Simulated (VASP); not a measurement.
# ZnAu (Pm-3m) in VASP: further runs

ZnAu is run at these levels: r2SCAN; tasks: single point, relaxation of cell and atoms.

Program: VASP 6.6.1. These are calculated values, not measurements. Logs are shortened: lines on timing, memory, paths and dates and some standing lists are left out, and cuts for length are marked.

### 1 The cell of the first run

It takes space group Pm-3m (No. 221, cubic). The conventional cell has a = 3.148 Å, b = 3.148 Å, c = 3.148 Å, α = 90.00°, β = 90.00°, γ = 90.00°. Within 3.6 Å of Au (site symmetry m-3m) lie 8 Zn at 2.73 Å and 6 Au at 3.15 Å. Zn (site symmetry m-3m) has 8 Au at 2.73 Å and 6 Zn at 3.15 Å within 3.6 Å.

### 2 Single point, r2SCAN

Input file POSCAR:

```
ZnAu
1.0
    3.1482340643      0.0000000000      0.0000000000
    0.0000000000      3.1482340643      0.0000000000
    0.0000000000      0.0000000000      3.1482340643
Au Zn
1 1
Direct
    0.0000000000      0.0000000000      0.0000000000
    0.5000000000      0.5000000000      0.5000000000
```

Input file INCAR.step1:

```
SYSTEM = ZnAu
PREC = Accurate
ENCUT = 520
ISMEAR = -1
SIGMA = 0.1
LREAL = .False.
LASPH = .True.
NELM = 100
NBANDS = 18
GGA = PE
ALGO = Normal
EDIFF = 1E-4
LWAVE = .True.
LCHARG = .False.
```

Input file INCAR.step2:

```
SYSTEM = ZnAu
PREC = Accurate
ENCUT = 520
EDIFF = 1E-6
ISMEAR = -1
SIGMA = 0.1
LREAL = .False.
LASPH = .True.
NELM = 100
ALGO = Normal
ISIF = 2
LWAVE = .False.
LCHARG = .False.
METAGGA = R2SCAN
LMIXTAU = .True.
NBANDS = 18
ISTART = 1
```

Input file KPOINTS:

```
Automatic mesh
0
Gamma
  11 11 11
  0 0 0
```

Potentials or basis: VASP PAW PBE potentials, release 64 (Au, Zn).

On the command line:

```console
$ cat potpaw_PBE.64/Au/POTCAR potpaw_PBE.64/Zn/POTCAR > POTCAR
$ cp INCAR.step1 INCAR
$ mpirun -np 1 vasp_std > vasp.out
$ cp INCAR.step2 INCAR
$ mpirun -np 1 vasp_std > vasp.out
```

OUTCAR:

```text
SYSTEM = ZnAu
   PREC = Accurate
   ENCUT = 520
   EDIFF = 1E-6
   ISMEAR = -1
   LREAL = .False.
   LASPH = .True.
   NELM = 100
   ISIF = 2
   METAGGA = R2SCAN
   ISTART = 1

 ion  position               nearest neighbor table
   1  0.000  0.000  0.000-   2 2.73   2 2.73   2 2.73   2 2.73   2 2.73   2 2.73   2 2.73   2 2.73

   2  0.500  0.500  0.500-   1 2.73   1 2.73   1 2.73   1 2.73   1 2.73   1 2.73   1 2.73   1 2.73

  LATTYP: Found a simple cubic cell.
 ALAT       =     3.1482340643

  Lattice vectors:

 A1 = (   3.1482340643,   0.0000000000,   0.0000000000)
 A2 = (   0.0000000000,   3.1482340643,   0.0000000000)
 A3 = (   0.0000000000,   0.0000000000,   3.1482340643)

Analysis of symmetry for initial positions (statically):
=====================================================================
 Subroutine PRICEL returns:
 Original cell was already a primitive cell.

 Routine SETGRP: Setting up the symmetry group for a
 simple cubic supercell.

 Subroutine GETGRP returns: Found 48 space group operations
 (whereof 48 operations were pure point group operations)
 out of a pool of 48 trial point group operations.

The static configuration has the point symmetry O_h .

Analysis of symmetry for dynamics (positions and initial velocities):
=====================================================================
 Subroutine PRICEL returns:
 Original cell was already a primitive cell.

 Routine SETGRP: Setting up the symmetry group for a
 simple cubic supercell.

 Subroutine GETGRP returns: Found 48 space group operations
 (whereof 48 operations were pure point group operations)
 out of a pool of 48 trial point group operations.

The dynamic configuration has the point symmetry O_h .

 Subroutine INISYM returns: Found 48 space group operations
 (whereof 48 operations are pure point group operations),
 and found     1 'primitive' translations

----------------------------------------------------------------------------------------

                                     Primitive cell

  volume of cell :      31.2033

  direct lattice vectors                    reciprocal lattice vectors
     3.148234064  0.000000000  0.000000000     0.317638390  0.000000000  0.000000000
     0.000000000  3.148234064  0.000000000     0.000000000  0.317638390  0.000000000
     0.000000000  0.000000000  3.148234064     0.000000000  0.000000000  0.317638390

  length of vectors
     3.148234064  3.148234064  3.148234064     0.317638390  0.317638390  0.317638390

  position of ions in fractional coordinates (direct lattice)
     0.000000000  0.000000000  0.000000000
     0.500000000  0.500000000  0.500000000

  ion indices of the primitive-cell ions
   primitive index   ion index
                 1           1
                 2           2

----------------------------------------------------------------------------------------

 KPOINTS: Automatic mesh

Automatic generation of k-mesh.
 Grid dimensions read from file:
 generate k-points for:   11   11   11

 Generating k-lattice:

  Cartesian coordinates                     Fractional coordinates (reciprocal lattice)
     0.028876217  0.000000000  0.000000000     0.090909091  0.000000000  0.000000000
     0.000000000  0.028876217  0.000000000     0.000000000  0.090909091  0.000000000
     0.000000000  0.000000000  0.028876217     0.000000000  0.000000000  0.090909091

  Length of vectors
     0.028876217  0.028876217  0.028876217

  Shift w.r.t. Gamma in fractional coordinates (k-lattice)
     0.000000000  0.000000000  0.000000000

 Subroutine IBZKPT returns following result:
 ===========================================

 Found     56 irreducible k-points:

 Following reciprocal coordinates:
            Coordinates               Weight
  0.000000  0.000000  0.000000      1.000000
  0.090909  0.000000  0.000000      6.000000
  0.181818  0.000000  0.000000      6.000000
  0.272727  0.000000  0.000000      6.000000
  0.363636  0.000000  0.000000      6.000000
  0.454545  0.000000  0.000000      6.000000
[... 16 lines left out ...]
  0.181818  0.090909  0.090909     24.000000
  0.272727  0.090909  0.090909     24.000000
 [... further k-points ...]
   k-points           NKPTS =     56   k-points in BZ     NKDIM =     56   number of bands    NBANDS=     18
   number of dos      NEDOS =    301   number of ions     NIONS =      2
   total plane-waves  NPLWV =  13824
   dimension x,y,z NGX =    24 NGY =   24 NGZ =   24
   dimension x,y,z NGXF=    48 NGYF=   48 NGZF=   48
   ions per type =               1   1
   NGX,Y,Z   is equivalent  to a cutoff of  12.67, 12.67, 12.67 a.u.
   NGXF,Y,Z  is equivalent  to a cutoff of  25.35, 25.35, 25.35 a.u.
 SYSTEM =  ZnAu
   PREC   = accura    normal or accurate (medium, high low for compatibility)
   ISTART =      1    job   : 0-new  1-cont  2-samecut
   ICHARG =      0    charge: 1-file 2-atom 10-const
   ISPIN  =      1    spin polarized calculation?
   LNONCOLLINEAR =      F non collinear calculations
   LSORBIT =      F    spin-orbit coupling
   LASPH  =      T    aspherical Exc in radial PAW
   ENCUT  =  520.0 eV  38.22 Ry    6.18 a.u.   5.85  5.85  5.85*2*pi/ulx,y,z
   NELM   =    100;   NELMIN=  2; NELMDL=  0     # of ELM steps
   EDIFF  = 0.1E-05   stopping-criterion for ELM
   LREAL  =      F    real-space projection
   EDIFFG = 0.1E-04   stopping-criterion for IOM
   NSW    =      0    number of steps for IOM
   IBRION =     -1    ionic relax: 0-MD 1-quasi-New 2-CG
   NFREE  =      0    steps in history (QN), initial steepest desc. (CG)
   ISIF   =      2    stress and relaxation
   ISYM   =      2    0-nonsym 1-usesym 2-fastsym
   POTIM  = 0.5000    time-step for ionic-motion
   TEBEG  =    0.0;   TEEND  =   0.0 temperature during run
   PSTRESS=    0.0 pullay stress
   NELECT =      23.0000    total number of electrons
   NUPDOWN=      -1.0000    fix difference up-down
   EMIN   =  10.00;   EMAX   =-10.00  energy-range for DOS
   EFERMI =   0.00;   METHOD = LEGACY
   ISMEAR =    -1;   SIGMA  =   0.10  broadening in eV -4-tet -1-fermi 0-gaus
   EFERMI_NEDOS =   21; number of points for ismear=-14 and -15
   IALGO  =     38    algorithm
   IMIX   =      4    mixing-type and parameters
     AMIX     =   0.40;   BMIX     =  1.00
     AMIX_MAG =   1.60;   BMIX_MAG =  1.00
  volume/ion in A,a.u.               =      15.60       105.29
  Fermi-wavevector in a.u.,A,eV,Ry     =   1.478826  2.794576 29.754942  2.186927
  Thomas-Fermi vector in A             =   2.593059
   LORBIT       =      0    0 simple, 1 ext, 2 COOP (PROOUT), +10 PAW based schemes
   METAGGA = R2SCAN    functional components
   LHFCALC =     F    Hartree Fock is set to
   AEXX    =    0.0000 exact exchange contribution
   IVDW    =     0    specifies the selected vdW correction
   LEPSILON=     F    determine dielectric tensor
   LRPA    =     F    only Hartree local field effects (RPA)
 non-spin polarized calculation
  energy-cutoff  :      520.00
  volume of cell :       31.20
 maximum number of plane-waves:       861
 NGX is ok and might be reduce to    24
   NGX = 11   NGY = 11   NGZ = 11

 number of electron      23.0000001 magnetization

 Free energy of the ion-electron system (eV)
  ---------------------------------------------------
  ext. energy  EPLUGINS =         0.00000000
  ---------------------------------------------------
  free energy    TOTEN  =       -59.94510492 eV

  energy without entropy =      -59.93094867  energy(sigma->0) =      -59.93802679

 E-fermi :   6.9316     XC(G=0): -13.4196

 val. band max:        6.8384120832   @ k =   0.3636   0.2727   0.0909
 cond. band min:       6.9381696620   @ k =   0.3636   0.3636   0.0909
 fundamental gap:      0.0997575788
 Fermi energy:         6.9316094608

 k-point     1 :       0.0000    0.0000    0.0000
  band No.  band energies     occupation
      1      -4.0435      2.00000
      2      -1.5326      2.00000
      3      -1.5326      2.00000
      4      -0.8254      2.00000
      5      -0.8254      2.00000
      6      -0.8254      2.00000
[... 10 lines left out ...]
     17      19.4877      0.00000
     18      26.1372      0.00000

 k-point     2 :       0.0909    0.0000    0.0000
  band No.  band energies     occupation
      1      -3.8904      2.00000
      2      -1.4996      2.00000
      3      -1.4881      2.00000
      4      -0.8271      2.00000
      5      -0.8271      2.00000
      6      -0.8131      2.00000
[... 10 lines left out ...]
     17      20.2363      0.00000
     18      25.9647      0.00000

 k-point     3 :       0.1818    0.0000    0.0000
  band No.  band energies     occupation
      1      -3.4431      2.00000
      2      -1.4075      2.00000
      3      -1.3698      2.00000
      4      -0.8306      2.00000
      5      -0.8306      2.00000
      6      -0.7795      2.00000
[... 10 lines left out ...]
     17      22.4477      0.00000
     18      25.3839      0.00000

 k-point     4 :       0.2727    0.0000    0.0000
  band No.  band energies     occupation
      1      -2.7419      2.00000
      2      -1.2771      2.00000
      3      -1.2179      2.00000
      4      -0.8327      2.00000
      5      -0.8327      2.00000
      6      -0.7345      2.00000
[... 10 lines left out ...]
     17      23.6005      0.00000
     18      23.6171      0.00000

 k-point     5 :       0.3636    0.0000    0.0000
  band No.  band energies     occupation
      1      -1.8867      2.00000
      2      -1.1449      2.00000
      3      -1.0776      2.00000
      4      -0.8316      2.00000
      5      -0.8316      2.00000
      6      -0.6921      2.00000
[... 10 lines left out ...]
     17      21.5922      0.00000
     18      21.5922      0.00000

 k-point     6 :       0.4545    0.0000    0.0000
  band No.  band energies     occupation
      1      -1.1937      2.00000
      2      -1.0587      2.00000
      3      -0.9449      2.00000
      4      -0.8293      2.00000
      5      -0.8293      2.00000
      6      -0.6664      2.00000
[... 10 lines left out ...]
     17      19.6089      0.00000
     18      19.6089      0.00000

 k-point     7 :       0.0909    0.0909    0.0000
  band No.  band energies     occupation
      1      -3.7397      2.00000
      2      -1.4643      2.00000
      3      -1.4489      2.00000
      4      -0.8497      2.00000
      5      -0.8288      2.00000
      6      -0.7848      2.00000
[... 10 lines left out ...]
     17      20.3680      0.00000
     18      25.2469      0.00000

 k-point     8 :       0.1818    0.0909    0.0000
  band No.  band energies     occupation
      1      -3.3005      2.00000
      2      -1.3788      2.00000
      3      -1.3334      2.00000
      4      -0.8684      2.00000
      5      -0.8306      2.00000
      6      -0.7507      2.00000
[... 10 lines left out ...]
     17      22.4205      0.00000
     18      23.6667      0.00000
[... 229 lines left out ...]
     17      21.2183      0.00000
     18      21.9105      0.00000

 k-point    20 :       0.4545    0.3636    0.0000
  band No.  band energies     occupation
      1      -1.6487      2.00000
      2      -1.5228      2.00000
      3      -1.1165      2.00000
      4      -1.0737      2.00000
      5      -0.5938      2.00000
      6       0.2550      2.00000
[... 10 lines left out ...]
     17      20.8634      0.00000
     18      21.8958      0.00000

 k-point    21 :       0.4545    0.4545    0.0000
  band No.  band energies     occupation
      1      -1.7028      2.00000
      2      -1.6211      2.00000
      3      -1.1590      2.00000
      4      -1.1444      2.00000
      5      -0.5190      2.00000
      6       0.2447      2.00000
[... 10 lines left out ...]
     17      20.4191      0.00000
     18      22.9187      0.00000

 k-point    22 :       0.0909    0.0909    0.0909
  band No.  band energies     occupation
      1      -3.5908      2.00000
      2      -1.4207      2.00000
      3      -1.4207      2.00000
      4      -0.8528      2.00000
      5      -0.8528      2.00000
      6      -0.7596      2.00000
[... 10 lines left out ...]
     17      20.2370      0.00000
     18      25.1940      0.00000

 k-point    23 :       0.1818    0.0909    0.0909
  band No.  band energies     occupation
      1      -3.1590      2.00000
      2      -1.3424      2.00000
      3      -1.3062      2.00000
      4      -0.8771      2.00000
      5      -0.8605      2.00000
      6      -0.7293      2.00000
[... 10 lines left out ...]
     17      22.3764      0.00000
     18      23.4848      0.00000

 k-point    24 :       0.2727    0.0909    0.0909
  band No.  band energies     occupation
      1      -2.4976      2.00000
      2      -1.2330      2.00000
      3      -1.1646      2.00000
      4      -0.8701      2.00000
      5      -0.8693      2.00000
      6      -0.7128      2.00000
[... 10 lines left out ...]
     17      21.1740      0.00000
     18      22.8051      0.00000

 [... further k-points ...]

------------------------ aborting loop because EDIFF is reached ----------------------------------------

  FORCE on cell =-STRESS in cart. coord.  units (eV):
  Direction    XX          YY          ZZ          XY          YZ          ZX
  --------------------------------------------------------------------------------------
  -------------------------------------------------------------------------------------
  Total        0.0621612      0.0621612      0.0621612     -0.0000000     -0.0000000      0.0000000
  in kB        3.1917493      3.1917493      3.1917493     -0.0000000     -0.0000000      0.0000000
  external PRESSURE =       3.1917493 kB  Pullay stress =       0.0000000 kB

 VOLUME and BASIS-vectors are now :
 -----------------------------------------------------------------------------
  energy-cutoff  :      520.00
  volume of cell :       31.20
      direct lattice vectors                 reciprocal lattice vectors
     3.148234064  0.000000000  0.000000000     0.317638390  0.000000000  0.000000000
     0.000000000  3.148234064  0.000000000     0.000000000  0.317638390  0.000000000
     0.000000000  0.000000000  3.148234064     0.000000000  0.000000000  0.317638390

 POSITION                                       TOTAL-FORCE (eV/Angst)
 -----------------------------------------------------------------------------------
      0.00000      0.00000      0.00000         0.000000      0.000000      0.000000
      1.57412      1.57412      1.57412         0.000000      0.000000      0.000000
 -----------------------------------------------------------------------------------
    total drift:                                0.000000      0.000000     -0.000000

  FREE ENERGIE OF THE ION-ELECTRON SYSTEM (eV)
  ---------------------------------------------------
  free  energy   TOTEN  =       -59.9451049167 eV

  energy  without entropy=      -59.9309486721  energy(sigma->0) =      -59.93802679
```

Wall time 55 s (1 thread of AMD EPYC 9R45 (Zen 5), shared host); peak memory 0.14 GiB.

What came out:

* Free energy: -59.9451 eV
* Pressure: 0.3 GPa

Caveat: the PAW data sets were made with another functional, which shifts forces and pressure a little; spin-orbit coupling is left out, which moves the levels of the heavy elements.

### 3 Relaxation of cell and atoms, r2SCAN

This run uses another cell than the first one, of 15.87 Å³/atom, 1.017 times its volume.

Input file POSCAR:

```
ZnAu
1.0
    3.1662052700      0.0000000000      0.0000000000
    0.0000000000      3.1662052700      0.0000000000
    0.0000000000      0.0000000000      3.1662052700
Au Zn
1 1
Direct
    0.0000000000      0.0000000000      0.0000000000
    0.5000000000      0.5000000000      0.5000000000
```

Input file INCAR.step1:

```
SYSTEM = ZnAu
  PREC = Accurate
  ENCUT = 600
  ISMEAR = -1
  SIGMA = 0.1
  LREAL = .FALSE.
  LASPH = .TRUE.
  NELM = 100
  GGA = PE
  ALGO = Normal
  EDIFF = 1E-4
  LWAVE = .TRUE.
  LCHARG = .FALSE.
```

Input file INCAR.step2:

```
SYSTEM = ZnAu
  PREC = Accurate
  ENCUT = 600
  EDIFF = 1E-6
  ISMEAR = -1
  SIGMA = 0.1
  LREAL = .FALSE.
  LASPH = .TRUE.
  NELM = 100
  ALGO = Normal
  ISIF = 3
  LWAVE = .FALSE.
  LCHARG = .FALSE.
  METAGGA = R2SCAN
  LMIXTAU = .TRUE.
  IBRION = 2
  NSW = 60
  EDIFFG = -0.01
  ISTART = 1
```

Input file KPOINTS:

```
regular mesh
0
G
  11 11 11
  0 0 0
```

Potentials or basis: VASP PAW PBE potentials, release 64 (Au, Zn).

On the command line:

```console
$ cat potpaw_PBE.64/Au/POTCAR potpaw_PBE.64/Zn/POTCAR > POTCAR
$ cp INCAR.step1 INCAR
$ mpirun -np 1 vasp_std > vasp.out
$ cp INCAR.step2 INCAR
$ mpirun -np 1 vasp_std > vasp.out
```

It took 3.9 min on 1 thread of AMD EPYC 9R45 (Zen 5), shared host; peak memory 0.16 GiB.

It converged, with:

| Quantity | Value |
| --- | --- |
| Free energy | -59.9462 eV |
| Relaxed volume | 15.64 Å³/atom |
| Relaxed cell | a = 3.151 Å, b = 3.151 Å, c = 3.151 Å, α = 90.00°, β = 90.00°, γ = 90.00° |
| Space group after relaxing (to 0.05 Å) | Pm-3m (No. 221) |
| Energy gained by relaxing | 1.6 meV/atom |
| Ionic steps | 4 |
| Pressure after relaxing | 0.0 GPa |

The path:
| step | energy change (eV) | largest force (eV/Å) | pressure (GPa) | volume (Å³) |
| --- | --- | --- | --- | --- |
| 1 | 0.0000 | 0.0000 | -1.92 | 31.74 |
| 2 | -0.0011 | 0.0000 | 1.87 | 30.87 |
| 3 | -0.0031 | 0.0000 | 0.17 | 31.24 |
| 4 | -0.0031 | 0.0000 | -0.03 | 31.28 |

Final structure:
```cif
data_structure
_symmetry_space_group_name_H-M 'P 1'
_symmetry_Int_Tables_number 1
_cell_length_a 3.1509
_cell_length_b 3.1509
_cell_length_c 3.1509
_cell_angle_alpha 90.000
_cell_angle_beta 90.000
_cell_angle_gamma 90.000
_cell_volume 31.28
loop_
_atom_site_label
_atom_site_type_symbol
_atom_site_fract_x
_atom_site_fract_y
_atom_site_fract_z
_atom_site_occupancy
Au1 Au 0.00000 0.00000 0.00000 1
Zn1 Zn 0.50000 0.50000 0.50000 1
```

Levels at points of the mesh, in eV from the Fermi level:
```tsv
k point	band 9	band 10	band 11	band 12	band 13	band 14
(0.00, 0.00, 0.00)	-3.96	-3.96	-3.96	5.32	5.32	5.32
```

Caveat: the PAW data sets were made with another functional, which shifts forces and pressure a little; spin-orbit coupling is left out, which moves the levels of the heavy elements.
